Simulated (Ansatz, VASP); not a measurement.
Ag2PdS2: VASP beside Ansatz

INCAR

```
SYSTEM = Ag2PdS2
ALGO = Normal
EDIFF = 1E-7
EDIFFG = -0.08
ENCUT = 630
GGA = PE
GGA_COMPAT = .FALSE.
IBRION = 2
ISIF = 3
ISMEAR = 0
LASPH = .TRUE.
LCHARG = .FALSE.
LREAL = .FALSE.
LWAVE = .FALSE.
NELM = 120
NELMIN = 4
NSW = 36
PREC = Accurate
SIGMA = 0.15
```

The input KPOINTS:

```
k-points
0
G
  3 3 3
  0 0 0
```

Contents of POSCAR:

```
Ag2PdS2
1.0
   -2.8813805500      2.8813805500      3.1235683000
    2.8813805500     -2.8813805500      3.1235683000
    2.8813805500      2.8813805500     -3.1235683000
Ag Pd S
2 1 2
Direct
    0.7500000000      0.2500000000      0.5000000000
    0.0000000000      0.0000000000      0.0000000000
    0.2500000000      0.7500000000      0.5000000000
    0.6882128800      0.6882128800      0.0000000000
    0.3117871200      0.3117871200      0.0000000000
```

Input for Ansatz:

```yaml
crystal:
  lattice:
    - [-2.88138055, 2.88138055, 3.1235683]
    - [2.88138055, -2.88138055, 3.1235683]
    - [2.88138055, 2.88138055, -3.1235683]
  atoms:
    - { symbol: Ag, position: [0.75, 0.25, 0.5] }
    - { symbol: Ag, position: [0.0, 0.0, 0.0] }
    - { symbol: Pd, position: [0.25, 0.75, 0.5] }
    - { symbol: S, position: [0.68821288, 0.68821288, 0.0] }
    - { symbol: S, position: [0.31178712, 0.31178712, 0.0] }
basis:
  ecutwfc: 420
kpoints:
  mp_grid: { grid: [3, 3, 3] }
hamiltonian:
  xc: pbe
scf:
  occupations: { method: gaussian, width: 0.15 }
  lower_state_search: "off"
output:
  forces: true
  stress: true
  eigenvalues: true
relax:
  adjacent_minimum: "off"
  f_tol: 0.08
  max_steps: 16
  cell: { stress_tol: 0.8 }
```

Alike in both runs: task relaxation of cell and atoms; functional PBE; k mesh 3 × 3 × 3; occupations gaussian, width 0.15 eV; no spin polarisation.

|  | VASP | Ansatz |
| --- | --- | --- |
| version | VASP 6.6.1 | Ansatz 0.2.0 |
| potentials or method | VASP PAW PBE potentials, release 64 (Ag_sv_GW, Pd_sv_GW, S), cutoff 630 eV | scalar-relativistic, plane waves, PAW |
| valence electrons in the cell | 68 | 68 |

```csv
,VASP,Ansatz,Ansatz less VASP
"gap on the k mesh at the Fermi level, each at its own relaxed structure (eV)",none,none,-
relaxed volume (Å³/atom),20.59,21.73,+1.138
relaxed length of the cell vector where the two differ most in proportion (Å),5.462,5.637,+0.1751
```

A gap of «none» marks a metal or a gap that the smearing closes. One of these differences is far larger than is usual between the two programs; its cause wasn't traced.

The k mesh is coarse, so the values compare programs but aren't converged.
